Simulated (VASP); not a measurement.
# SnO2 in VASP: a series of runs, part 2 of 2

VASP 6.6.1. The steps go on from the part before.

### Step 3. Single point, PBEsol (13.34 Å³/atom)

This run uses another cell than the first one, of 13.34 Å³/atom.

Contents of INCAR:

```
SYSTEM = SnO2
ALGO = Normal ; EDIFF = 1E-6
ENCUT = 520 ; GGA = PS
ISIF = 2 ; ISMEAR = -1
LASPH = .True. ; LCHARG = .False.
LREAL = .False. ; LWAVE = .False.
NBANDS = 35 ; NELM = 60
PREC = Accurate ; SIGMA = 0.05
```

Contents of KPOINTS:

```
k-points
0
Gamma
  6 6 8
  0 0 0
```

Contents of POSCAR:

```
SnO2
1.0
    4.8819102722      0.0000000000      0.0000000000
    0.0000000000      4.9620294086      0.0000000000
    0.0000000000      0.0000000000      3.3044611570
Sn O
2 4
Direct
    0.0000000000      0.0000000000      0.0000000000
    0.5000000000      0.5000000000      0.5000000000
    0.7081450000      0.6789580000      0.0000000000
    0.2081450000      0.8210420000      0.5000000000
    0.7918550000      0.1789580000      0.5000000000
    0.2918550000      0.3210420000      0.0000000000
```

Potentials or basis: VASP PAW PBE potentials, release 64 (Sn_d, O).

Started as:

```bash
$ cat potpaw_PBE.64/Sn_d/POTCAR potpaw_PBE.64/O/POTCAR > POTCAR
$ mpirun -np 1 vasp_std > vasp.out
```

OUTCAR:

```text
SYSTEM = SnO2
   EDIFF = 1E-6
   ENCUT = 520
   GGA = PS
   ISIF = 2
   ISMEAR = -1
   LASPH = .True.
   LREAL = .False.
   NELM = 60
   PREC = Accurate

 ion  position               nearest neighbor table
   1  0.000  0.000  0.000-   4 2.13   5 2.13   4 2.13   5 2.13   3 2.14   6 2.14
   2  0.500  0.500  0.500-   3 2.13   6 2.13   3 2.13   6 2.13   5 2.14   4 2.14
   3  0.708  0.679  0.000-   2 2.13   2 2.13   1 2.14
   4  0.208  0.821  0.500-   1 2.13   1 2.13   2 2.14
   5  0.792  0.179  0.500-   1 2.13   1 2.13   2 2.14
   6  0.292  0.321  0.000-   2 2.13   2 2.13   1 2.14

  LATTYP: Found a simple orthorhombic cell.
 ALAT       =     3.3044611570
 B/A-ratio  =     1.4773695439
 C/A-ratio  =     1.5016152930

  Lattice vectors:

 A1 = (   0.0000000000,   0.0000000000,   3.3044611570)
 A2 = (   4.8819102722,   0.0000000000,   0.0000000000)
 A3 = (   0.0000000000,   4.9620294086,   0.0000000000)

Analysis of symmetry for initial positions (statically):
=====================================================================
 Subroutine PRICEL returns:
 Original cell was already a primitive cell.

 Routine SETGRP: Setting up the symmetry group for a
[... 181 lines left out ...]
 fundamental gap:      0.3024415948
 Fermi energy:         4.8259375379

 k-point     1 :       0.0000    0.0000    0.0000
  band No.  band energies     occupation
      1     -16.1277      2.00000
      2     -15.5887      2.00000
      3     -15.4515      2.00000
      4     -15.4228      2.00000
      5     -15.4203      2.00000
      6     -15.3721      2.00000
[... 901 lines left out ...]
     34      15.8300      0.00000
     35      16.7318      0.00000

 [... further k-points ...]

------------------------ aborting loop because EDIFF is reached ----------------------------------------

  FORCE on cell =-STRESS in cart. coord.  units (eV):
  Direction    XX          YY          ZZ          XY          YZ          ZX
  --------------------------------------------------------------------------------------
  -------------------------------------------------------------------------------------
  Total       -6.4684013     -6.5563376     -8.3208581      0.0000000      0.0000000      0.0000000
  in kB     -129.4666058   -131.2266708   -166.5439727      0.0000000      0.0000000      0.0000000
  external PRESSURE =    -142.4124164 kB  Pullay stress =       0.0000000 kB

 VOLUME and BASIS-vectors are now :
 -----------------------------------------------------------------------------
  energy-cutoff  :      520.00
  volume of cell :       80.05
      direct lattice vectors                 reciprocal lattice vectors
     4.881910272  0.000000000  0.000000000     0.204837849  0.000000000  0.000000000
     0.000000000  4.962029409  0.000000000     0.000000000  0.201530446  0.000000000
     0.000000000  0.000000000  3.304461157     0.000000000  0.000000000  0.302621200

 POSITION                                       TOTAL-FORCE (eV/Angst)
 -----------------------------------------------------------------------------------
      0.00000      0.00000      0.00000         0.000000      0.000000     -0.000000
      2.44096      2.48101      1.65223         0.000000      0.000000     -0.000000
      3.45710      3.36901      0.00000        -0.259107     -0.076156      0.000000
      1.01615      4.07403      1.65223        -0.259107      0.076156      0.000000
      3.86577      0.88799      1.65223         0.259107     -0.076156     -0.000000
      1.42481      1.59302      0.00000         0.259107      0.076156      0.000000
 -----------------------------------------------------------------------------------
    total drift:                                0.000000      0.000000      0.000000

  FREE ENERGIE OF THE ION-ELECTRON SYSTEM (eV)
  ---------------------------------------------------
  free  energy   TOTEN  =       -39.3352563715 eV

  energy  without entropy=      -39.3349046902  energy(sigma->0) =      -39.33508053
```

OSZICAR:

```text
N       E                     dE             d eps       ncg     rms          rms(c)
DAV:   1     0.627593844434E+03    0.62759E+03   -0.25466E+04  6092   0.223E+03
DAV:   2     0.575409703230E+02   -0.57005E+03   -0.53896E+03  6056   0.599E+02
DAV:   3    -0.392976884207E+02   -0.96839E+02   -0.94762E+02  6158   0.205E+02
DAV:   4    -0.444836336826E+02   -0.51859E+01   -0.51463E+01  7067   0.514E+01
DAV:   5    -0.446216008750E+02   -0.13797E+00   -0.13774E+00  6945   0.892E+00    0.140E+01
DAV:   6    -0.393763859943E+02    0.52452E+01   -0.15002E+01  8739   0.626E+01    0.577E+00
DAV:   7    -0.393972779467E+02   -0.20892E-01   -0.17391E+00  6373   0.734E+00    0.305E+00
DAV:   8    -0.393460596749E+02    0.51218E-01   -0.23145E-01  7057   0.340E+00    0.710E-01
DAV:   9    -0.393345721219E+02    0.11488E-01   -0.34724E-02  9121   0.242E+00    0.119E-01
DAV:  10    -0.393352152217E+02   -0.64310E-03   -0.43880E-03  7440   0.652E-01    0.564E-02
DAV:  11    -0.393352621245E+02   -0.46903E-04   -0.23673E-04  9136   0.162E-01    0.347E-02
DAV:  12    -0.393352588607E+02    0.32637E-05   -0.20008E-05  6743   0.339E-02    0.178E-02
DAV:  13    -0.393352563975E+02    0.24633E-05   -0.11889E-05  7423   0.225E-02    0.210E-03
DAV:  14    -0.393352563715E+02    0.26019E-07   -0.54285E-07  3553   0.724E-03
   1 F= -.39335256E+02 E0= -.39335081E+02  d E =-.351681E-03
```

stdout:

```text
POSCAR found type information on POSCAR SnO
 POSCAR found :  2 types and       6 ions
 scaLAPACK will be used
 -----------------------------------------------------------------------------
|                                                                             |
|                                                                             |
|     You enforced a specific xc type in the INCAR file but a different       |
|     I HOPE YOU KNOW WHAT YOU ARE DOING!                                     |
|                                                                             |
 -----------------------------------------------------------------------------

 LDA part: xc-table for (Slater+PW92), standard interpolation
 POSCAR, INCAR and KPOINTS ok, starting setup
 FFT: planning ... GRIDC
 FFT: planning ... GRID_SOFT
 FFT: planning ... GRID
 WAVECAR not read
 entering main loop
```

It took 2.3 min on 1 thread of Intel Xeon Platinum 8375C at 2.90GHz (Ice Lake), shared host; peak memory 0.31 GiB.

What came out:

```yaml
Free_energy: -39.3353 eV
Pressure: -14.2 GPa
Largest_force: 0.270 eV/Å
Band_gap_on_the_k_mesh: 0.30 eV (least direct gap 0.42 eV)
```

Forces in eV/Å, atoms in the order of the input:
```
Sn   0.000  0.000  0.000
Sn   0.000  0.000  0.000
O   -0.259 -0.076  0.000
O   -0.259  0.076  0.000
O    0.259 -0.076  0.000
O    0.259  0.076  0.000
```

Caveat: the cell stands under tension; semilocal functionals underestimate gaps, and a narrow one can read as zero; the PAW data sets were made with another functional, which shifts forces and pressure a little; spin-orbit coupling is left out, which moves the levels of the heavy elements. A k mesh can miss the band edges.

### Step 4. Single point, LDA

This run uses another cell than the first one, of 12.59 Å³/atom.

Contents of INCAR:

```
ALGO = Normal
EDIFF = 1E-6
ENCUT = 520
ISIF = 2
ISMEAR = -1
LASPH = True
LCHARG = True
LELF = True
LREAL = False
LVHAR = True
LWAVE = False
NBANDS = 35
NELM = 60
PREC = Accurate
SIGMA = 0.05
```

Contents of KPOINTS:

```
k-points
0
Gamma
  6 6 8
```

Changes to POSCAR since step 3:

```diff
@@ -2,5 +2,5 @@
 1.0
-    4.8819102722      0.0000000000      0.0000000000
-    0.0000000000      4.9620294086      0.0000000000
-    0.0000000000      0.0000000000      3.3044611570
+    4.7880040000      0.0000000000      0.0000000000
+    0.0000000000      4.8665820000      0.0000000000
+    0.0000000000      0.0000000000      3.2408980000
 Sn O
```

Potentials or basis: VASP PAW LDA potentials, release 64 (Sn_d, O).

Started as:

```bash
$ cat potpaw_LDA.64/Sn_d/POTCAR potpaw_LDA.64/O/POTCAR > POTCAR
$ mpirun -np 1 vasp_std > vasp.out
```

It took 3.8 min on 1 thread of Intel Xeon 8259CL, shared host; peak memory 0.27 GiB.

It converged, with:

```yaml
Free_energy: -42.1350 eV
Pressure: -10.4 GPa
Largest_force: 0.152 eV/Å
Band_gap_on_the_k_mesh: 0.70 eV
```

Forces on the atoms (eV/Å):
```
Sn   0.000  0.000  0.000
Sn   0.000  0.000  0.000
O   -0.151  0.004  0.000
O   -0.151 -0.004  0.000
O    0.151  0.004  0.000
O    0.151 -0.004  0.000
```

Stress tensor (GPa, compression positive):
```
 -9.74   0.00   0.00
  0.00 -10.02   0.00
  0.00   0.00 -11.41
```

Levels at points of the mesh, in eV from the valence-band top:
```csv
k point,band 22,band 23,band 24,band 25,band 26,band 27,band 28,band 29,band 30,band 31
"(0.00, 0.00, 0.00)",-1.20,-1.16,-0.64,-0.63,0.00,0.70,5.53,5.84,6.00,9.91
"(0.50, 0.00, 0.00)",-1.74,-1.14,-1.14,-0.44,-0.44,3.73,3.73,6.41,6.41,10.30
"(0.00, 0.50, 0.00)",-1.92,-1.13,-1.13,-0.57,-0.57,3.89,3.89,6.86,6.86,10.12
"(0.50, 0.50, 0.00)",-1.83,-1.26,-1.26,-0.73,-0.73,4.20,4.20,6.99,6.99,10.28
"(0.00, 0.00, 0.50)",-2.55,-1.47,-1.47,-1.05,-1.05,5.47,5.47,9.17,9.17,10.03
"(0.50, 0.00, 0.50)",-1.74,-0.83,-0.83,-0.73,-0.73,5.77,5.77,7.57,7.57,10.15
"(0.00, 0.50, 0.50)",-1.44,-1.04,-1.04,-0.62,-0.62,5.67,5.67,7.35,7.35,10.60
"(0.50, 0.50, 0.50)",-2.38,-0.85,-0.85,-0.66,-0.66,4.25,4.25,8.41,8.41,10.38
```

Caveat: the cell stands under tension; semilocal functionals underestimate gaps, and a narrow one can read as zero; spin-orbit coupling is left out, which moves the levels of the heavy elements.

### Step 5. Single point, PBE

This run uses another cell than the first one, of 12.59 Å³/atom.

Contents of INCAR:

```
SYSTEM = SnO2
ALGO = Normal ; EDIFF = 1E-6
ENCUT = 520 ; GGA = PE
ISIF = 2 ; ISMEAR = -1
LASPH = .True. ; LCHARG = .True.
LELF = .True. ; LREAL = .False.
LVHAR = .True. ; LWAVE = .False.
NBANDS = 35 ; NELM = 60
PREC = Accurate ; SIGMA = 0.05
```

Contents of KPOINTS:

```
k-points
0
Gamma
  6 6 8
  0 0 0
```

POSCAR is that of step 4.

Potentials or basis: VASP PAW PBE potentials, release 64 (Sn_d, O).

Started as:

```bash
$ cat potpaw_PBE.64/Sn_d/POTCAR potpaw_PBE.64/O/POTCAR > POTCAR
$ mpirun -np 1 vasp_std > vasp.out
```

Run time: 2.4 min. Hardware: 1 thread of Intel Xeon Platinum 8259CL at 2.50GHz (Skylake/Cascade Lake), shared host; peak memory 0.29 GiB.

It converged, with:

```
Free energy            : -37.2988 eV
Pressure               : 0.0 GPa
Largest force          : 0.066 eV/Å
Band gap on the k mesh : 0.80 eV
```

Forces on the atoms (eV/Å):
```
Sn   0.000  0.000  0.000
Sn   0.000  0.000  0.000
O   -0.046  0.048  0.000
O   -0.046 -0.048  0.000
O    0.046  0.048  0.000
O    0.046 -0.048  0.000
```

Stress tensor (GPa, compression positive):
```
 0.17  0.00  0.00
 0.00 -0.05  0.00
 0.00  0.00  0.03
```

Levels at points of the mesh, in eV from the valence-band top:
| k point | band 23 | band 24 | band 25 | band 26 | band 27 | band 28 | band 29 | band 30 |
| --- | --- | --- | --- | --- | --- | --- | --- | --- |
| (0.00, 0.00, 0.00) | -1.13 | -0.62 | -0.61 | 0.00 | 0.80 | 5.74 | 6.08 | 6.24 |
| (0.50, 0.00, 0.00) | -1.11 | -1.11 | -0.43 | -0.43 | 3.86 | 3.86 | 6.67 | 6.67 |
| (0.00, 0.50, 0.00) | -1.10 | -1.10 | -0.55 | -0.55 | 4.02 | 4.02 | 7.11 | 7.11 |
| (0.50, 0.50, 0.00) | -1.23 | -1.23 | -0.72 | -0.72 | 4.34 | 4.34 | 7.20 | 7.20 |
| (0.00, 0.00, 0.50) | -1.43 | -1.43 | -1.04 | -1.04 | 5.64 | 5.64 | 9.43 | 9.43 |
| (0.50, 0.00, 0.50) | -0.81 | -0.81 | -0.71 | -0.71 | 5.94 | 5.94 | 7.79 | 7.79 |
| (0.00, 0.50, 0.50) | -1.02 | -1.02 | -0.60 | -0.60 | 5.84 | 5.84 | 7.56 | 7.56 |
| (0.50, 0.50, 0.50) | -0.83 | -0.83 | -0.66 | -0.66 | 4.42 | 4.42 | 8.69 | 8.69 |

Caveat: semilocal functionals underestimate gaps, and a narrow one can read as zero; spin-orbit coupling is left out, which moves the levels of the heavy elements.

### Step 6. Single point, PBE (atoms moved at random)

Contents of INCAR:

```
ALGO = Normal
EDIFF = 1E-6
ENCUT = 520
GGA = PE
ISIF = 2
ISMEAR = -1
LASPH = True
LCHARG = True
LELF = True
LREAL = False
LVHAR = True
LWAVE = False
NBANDS = 35
NELM = 80
PREC = Accurate
SIGMA = 0.05
```

Contents of KPOINTS:

```
k-points
0
Gamma
  6 6 8
```

Contents of POSCAR:

```
SnO2
1.0
    4.7880040000      0.0000000000      0.0000000000
    0.0000000000      4.8665820000      0.0000000000
    0.0000000000      0.0000000000      3.2408980000
Sn O
2 4
Direct
   -0.0015780000     -0.0003530000     -0.0089580000
    0.5046400000      0.5074660000      0.4955930000
    0.7005100000      0.6738550000     -0.0075490000
    0.2030960000      0.8186260000      0.4919440000
    0.7901310000      0.1781090000      0.4894110000
    0.2906530000      0.3197150000     -0.0076270000
```

Potentials or basis: VASP PAW PBE potentials, release 64 (Sn_d, O).

Started as:

```bash
$ cat potpaw_PBE.64/Sn_d/POTCAR potpaw_PBE.64/O/POTCAR > POTCAR
$ mpirun -np 1 vasp_std > vasp.out
```

Run time: 3.8 min. Hardware: 1 thread of Intel Xeon Platinum 8259CL at 2.50GHz (Skylake/Cascade Lake), shared host; peak memory 0.4 GiB.

Results (log left out):

* Free energy: -37.2457 eV
* Pressure: 0.6 GPa
* Largest force: 1.428 eV/Å
* Band gap on the k mesh: 0.76 eV

Forces on the atoms (eV/Å):
```
Sn   0.110  0.238 -0.013
Sn  -0.950 -1.047 -0.205
O    0.736  0.819  0.103
O   -0.067 -0.083 -0.012
O   -0.012 -0.015  0.081
O    0.183  0.087  0.046
```

Stress tensor (GPa, compression positive):
```
0.69 0.00 0.03
0.00 0.02 0.15
0.03 0.15 1.16
```

Levels at points of the mesh, in eV from the valence-band top:
| k point | band 24 | band 25 | band 26 | band 27 | band 28 | band 29 |
| --- | --- | --- | --- | --- | --- | --- |
| (0.00, 0.00, 0.00) | -0.71 | -0.65 | 0.00 | 0.76 | 5.58 | 6.07 |
| (0.50, 0.00, 0.00) | -1.04 | -0.61 | -0.37 | 3.76 | 3.86 | 6.58 |
| (0.00, 0.50, 0.00) | -1.01 | -0.76 | -0.45 | 3.92 | 4.00 | 6.97 |
| (0.50, 0.50, 0.00) | -1.19 | -0.79 | -0.73 | 4.19 | 4.32 | 7.12 |
| (0.00, 0.00, 0.50) | -1.48 | -1.10 | -0.98 | 5.53 | 5.72 | 9.26 |
| (0.50, 0.00, 0.50) | -0.91 | -0.72 | -0.63 | 5.82 | 6.01 | 7.71 |
| (0.00, 0.50, 0.50) | -1.03 | -0.66 | -0.60 | 5.73 | 5.93 | 7.48 |
| (0.50, 0.50, 0.50) | -0.89 | -0.72 | -0.56 | 4.39 | 4.52 | 8.55 |

Caveat: the cell differs from its parent crystal (atoms moved at random); semilocal functionals underestimate gaps, and a narrow one can read as zero; spin-orbit coupling is left out, which moves the levels of the heavy elements; forces of over 1 eV/Å act on the atoms, so gaps and moduli don't describe the material at rest.

### Step 7. Single point, r2SCAN

This run uses another cell than the first one, of 12.59 Å³/atom.

Contents of POSCAR:

```
SnO2
1.0
    4.7880040000      0.0000000000      0.0000000000
    0.0000000000      4.8665820000      0.0000000000
    0.0000000000      0.0000000000      3.2408980000
Sn O
2 4
Direct
    0.0000000000      0.0000000000      0.0000000000
    0.5000000000      0.5000000000      0.5000000000
    0.7081450000      0.6789580000      0.0000000000
    0.2081450000      0.8210420000      0.5000000000
    0.7918550000      0.1789580000      0.5000000000
    0.2918550000      0.3210420000      0.0000000000
```

Contents of INCAR.step1:

```
PREC = Accurate
ENCUT = 520
ISMEAR = 0
SIGMA = 0.01
LREAL = False
LASPH = True
NELM = 100
NBANDS = 35
GGA = PE
ALGO = Normal
EDIFF = 1E-4
LWAVE = True
LCHARG = False
```

Contents of INCAR.step2:

```
PREC = Accurate
ENCUT = 520
EDIFF = 1E-7
ISMEAR = 0
SIGMA = 0.01
LREAL = False
LASPH = True
NELM = 100
ALGO = Normal
ISIF = 2
LWAVE = False
LCHARG = False
METAGGA = R2SCAN
LMIXTAU = True
NBANDS = 35
ISTART = 1
```

Contents of KPOINTS:

```
regular mesh
0
Gamma
  6 6 8
```

Started as:

```bash
$ cat potpaw_PBE.64/Sn_d/POTCAR potpaw_PBE.64/O/POTCAR > POTCAR
$ cp INCAR.step1 INCAR
$ mpirun -np 1 vasp_std > vasp.out
$ cp INCAR.step2 INCAR
$ mpirun -np 1 vasp_std > vasp.out
```

Wall time 15 min (1 thread of Oxide Virtual Turin-like, shared host); peak memory 0.26 GiB.

It converged, with:

| Item | Value |
| --- | --- |
| Free energy | -84.5560 eV |
| Pressure | -7.3 GPa |
| Largest force | 0.118 eV/Å |
| Band gap on the k mesh | 1.42 eV |

Forces in eV/Å, atoms in the order of the input:
```
Sn   0.000  0.000  0.000
Sn   0.000  0.000  0.000
O   -0.101  0.060  0.000
O   -0.101 -0.060  0.000
O    0.101  0.060  0.000
O    0.101 -0.060  0.000
```

Stress tensor (GPa, compression positive):
```
-6.62  0.00  0.00
 0.00 -6.97  0.00
 0.00  0.00 -8.25
```

Levels at points of the mesh, in eV from the valence-band top:
```csv
k point,band 24,band 25,band 26,band 27,band 28,band 29
"(0.00, 0.00, 0.00)",-0.65,-0.64,0.00,1.42,6.44,6.83
"(0.50, 0.00, 0.00)",-1.10,-0.46,-0.46,4.52,4.52,7.39
"(0.00, 0.50, 0.00)",-1.09,-0.57,-0.57,4.67,4.67,7.86
"(0.50, 0.50, 0.00)",-1.22,-0.77,-0.77,5.02,5.02,7.93
"(0.00, 0.00, 0.50)",-1.49,-1.09,-1.09,6.42,6.42,10.26
"(0.50, 0.00, 0.50)",-0.86,-0.70,-0.70,6.72,6.72,8.64
"(0.00, 0.50, 0.50)",-1.07,-0.60,-0.60,6.62,6.62,8.42
"(0.50, 0.50, 0.50)",-0.86,-0.71,-0.71,5.18,5.18,9.46
```

Caveat: the cell stands under tension; the PAW data sets were made with another functional, which shifts forces and pressure a little; spin-orbit coupling is left out, which moves the levels of the heavy elements.

### Step 8. Overview

| level | potentials or basis | cell | smearing | gap on the mesh (eV) | pressure (GPa) | largest force (eV/Å) |
| --- | --- | --- | --- | --- | --- | --- |
| PBEsol | VASP PAW PBE potentials, release 64 (Sn_d, O) | a = 4.851, b = 4.931, c = 3.284 Å, 6 atoms, atomic positions A | fermi-dirac 0.05 eV | 0.41 | -11.8 | 0.22 |
| PBEsol | VASP PAW PBE potentials, release 64 (Sn_d, O) | a = 4.882, b = 4.962, c = 3.304 Å, 6 atoms, atomic positions A | fermi-dirac 0.05 eV | 0.30 | -14.2 | 0.27 |
| LDA | VASP PAW LDA potentials, release 64 (Sn_d, O) | a = 4.788, b = 4.867, c = 3.241 Å, 6 atoms, atomic positions A | fermi-dirac 0.05 eV | 0.70 | -10.4 | 0.15 |
| PBE | VASP PAW PBE potentials, release 64 (Sn_d, O) | a = 4.788, b = 4.867, c = 3.241 Å, 6 atoms, atomic positions A | fermi-dirac 0.05 eV | 0.80 | 0.0 | 0.07 |
| PBE | VASP PAW PBE potentials, release 64 (Sn_d, O) | a = 4.788, b = 4.867, c = 3.241 Å, 6 atoms, atomic positions B | fermi-dirac 0.05 eV | 0.76 | 0.6 | 1.43 |
| r2SCAN | VASP PAW PBE potentials, release 64 (Sn_d, O) | a = 4.788, b = 4.867, c = 3.241 Å, 6 atoms, atomic positions A | gaussian 0.01 eV | 1.42 | -7.3 | 0.12 |

Alike in all rows: task single point; no spin polarisation; k mesh 6 × 6 × 8; cutoff (eV) 520.

Caveats: spin-orbit coupling is left out, which moves the levels of the heavy elements; semilocal functionals underestimate gaps, and a narrow one can read as zero (at least some runs); the cell stands under tension (at least some runs); the PAW data sets were made with another functional, which shifts forces and pressure a little (at least some runs); forces of over 1 eV/Å act on the atoms, so gaps and moduli don't describe the material at rest (at least some runs).

Total energies depend on the potentials used, so only differences within one code and one set of settings carry meaning.
